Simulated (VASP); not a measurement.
Wanted: the native input for a VASP 6.6.1 run.

| Quantity | Value |
| --- | --- |
| Task | single point |
| Functional | PBE |
| Potentials or basis | VASP PAW PBE potentials, release 64 (Se) |
| Cutoff | 520 eV |
| k mesh | 7 × 7 × 6 |
| Occupations | fermi-dirac, width 0.05 eV |
| Spin | no spin polarisation |
| Dipole correction | no |
| Further INCAR settings | ALGO = Normal; EDIFF = 1e-07; NBANDS = 16 |

The structure of Se lies in POSCAR:

```
Se
1.0
    4.2963091359      0.0000000000      0.0000000000
   -2.1481545680      3.7207128542      0.0000000000
    0.0000000000      0.0000000000      4.8825573405
Se
3
Direct
    0.7830000000      0.7830000000      0.5000000000
    0.0000000000      0.2170000000      0.8333333333
    0.2170000000      0.0000000000      0.1666666667
```

These files were run (other wordings do the same):

INCAR

```
SYSTEM = Se
PREC = Accurate
ENCUT = 520
EDIFF = 1E-7
ISMEAR = -1
SIGMA = 0.05
LREAL = .FALSE.
LASPH = .TRUE.
NELM = 80
ALGO = Normal
ISIF = 2
LWAVE = .FALSE.
LCHARG = .FALSE.
GGA = PE
NBANDS = 16
```

KPOINTS

```
regular mesh
0
G
  7 7 6
  0 0 0
```

Potentials or basis: VASP PAW PBE potentials, release 64 (Se).

Launch:

```bash
$ cat potpaw_PBE.64/Se/POTCAR > POTCAR
$ mpirun -np 1 vasp_std > vasp.out
```

Results of the run:

```yaml
Pressure: 8.8 GPa
Largest_force: 1.728 eV/Å
Band_gap_on_the_k_mesh: 1.20 eV (least direct gap 1.42 eV)
```

Caveat: the cell stands under pressure; an odd mesh through Γ misses points on the zone boundary, where band edges can lie; forces of over 1 eV/Å act on the atoms, so gaps and moduli don't describe the material at rest.

It took 58 s on 1 thread of Intel Xeon 8259CL, on a shared host, peak memory 0.19 GiB.
